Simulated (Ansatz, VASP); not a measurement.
# MgTlSe: VASP beside Ansatz

Contents of INCAR:

```
SYSTEM = MgTlSe
PREC = Accurate
ENCUT = 600
EDIFF = 1E-7
ISMEAR = 0
SIGMA = 0.1
LREAL = .False.
LASPH = .True.
NELM = 100
ALGO = Normal
ISIF = 3
LWAVE = .False.
LCHARG = .False.
GGA = PE
IBRION = 2
NSW = 100
EDIFFG = -0.01
```

The input KPOINTS:

```
regular mesh
0
Gamma
  12 12 8
  0 0 0
```

Contents of POSCAR:

```
MgTlSe
1.0
    3.7226285762      0.0000000000      0.0000000000
    0.0000000000      3.7226285762      0.0000000000
    0.0000000000      0.0000000000      6.3641165254
Mg Tl Se
1 1 1
Direct
    0.0000000000      0.0000000000      0.0000000000
    0.0000000000      0.0000000000      0.5000000000
    0.5000000000      0.5000000000      0.0000000000
```

Input for Ansatz:

```yaml
crystal:
  lattice:
    - [3.7226285762, 0.0, 0.0]
    - [0.0, 3.7226285762, 0.0]
    - [0.0, 0.0, 6.3641165254]
  atoms:
    - { symbol: Mg, position: [0.0, 0.0, 0.0] }
    - { symbol: Tl, position: [0.0, 0.0, 0.5] }
    - { symbol: Se, position: [0.5, 0.5, 0.0] }
basis:
  ecutwfc: 420
kpoints:
  mp_grid: { grid: [12, 12, 8] }
hamiltonian:
  xc: pbe
scf:
  occupations: { method: gaussian, width: 0.1 }
output:
  forces: true
  stress: true
  eigenvalues: true
  write_density: true
  write_potential: true
  elf: true
  volumetric_format: npy
relax:
  adjacent_minimum: "off"
  f_tol: 0.01
  max_steps: 80
  cell: { stress_tol: 0.05 }
```

Alike in both runs: task relaxation of cell and atoms; functional PBE; k mesh 12 × 12 × 8; occupations gaussian, width 0.1 eV; no spin polarisation.

|  | VASP | Ansatz |
| --- | --- | --- |
| version | VASP 6.6.1 | Ansatz 0.2.0 |
| potentials or method | VASP PAW PBE potentials, release 64 (Mg, Tl_d, Se), cutoff 600 eV | scalar-relativistic, plane waves, PAW |
| valence electrons in the cell | 21 | 39 |

Ansatz gave:

- gap on the k mesh at the Fermi level, each at its own relaxed structure (eV): none
- relaxed volume (Å³/atom): 31.63
- relaxed length of the cell vector where the two differ most in proportion (Å): 7.046

Question: What did VASP give for the same quantities?

Answer: gap on the k mesh at the Fermi level, each at its own relaxed structure (eV): none; relaxed volume (Å³/atom): 31.42; relaxed length of the cell vector where the two differ most in proportion (Å): 6.996.

A gap of «none» marks a metal or a gap that the smearing closes. VASP's potentials hold 21 valence electrons a cell and Ansatz's 39, so a difference there can come from the potentials and not from the codes.

Spin-orbit coupling is off throughout.
